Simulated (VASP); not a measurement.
## TaN: single point with PBEsol

The system is TaN.

```
Ta N
1.0
     0.00000    2.19343    2.19343
     2.19343    0.00000    2.19343
     2.19343    2.19343    0.00000
Ta N
1 1
Cartesian
  2.1934 2.1934 2.1934
  0.0000 0.0000 0.0000
```

This cell differs from its parent crystal: volume scaled by 1.02.

```
Program                : VASP 6.6.1
Task                   : single point
Functional             : PBEsol
Potentials or basis    : VASP PAW PBE potentials, release 64 (Ta_pv, N)
Cutoff                 : 520 eV
k mesh                 : 9 × 9 × 9
Occupations            : fermi-dirac, width 0.02 eV
Spin                   : no spin polarisation
Dipole correction      : no
Further INCAR settings : ALGO = Normal; EDIFF = 1e-06; NBANDS = 15
```

* Pressure: -1.9 GPa
* Band gap on the k mesh: zero (band 8 reaches 11.03 eV, above the bottom of band 9 at 7.31 eV)

Levels at points of the mesh, in eV from the Fermi level:
| k point | band 5 | band 6 | band 7 | band 8 | band 9 | band 10 | band 11 | band 12 |
| --- | --- | --- | --- | --- | --- | --- | --- | --- |
| (0.00, 0.00, 0.00) | -3.70 | -3.70 | -3.70 | -2.04 | -2.04 | -2.04 | 0.13 | 0.13 |

Run time: 7.2 s on 1 thread of Intel Xeon 6975P-C, with other jobs on the host, peak memory 0.15 GiB.

Caveat: the PAW data sets were made with another functional, which shifts forces and pressure a little; spin-orbit coupling is left out, which moves the levels of the heavy elements.
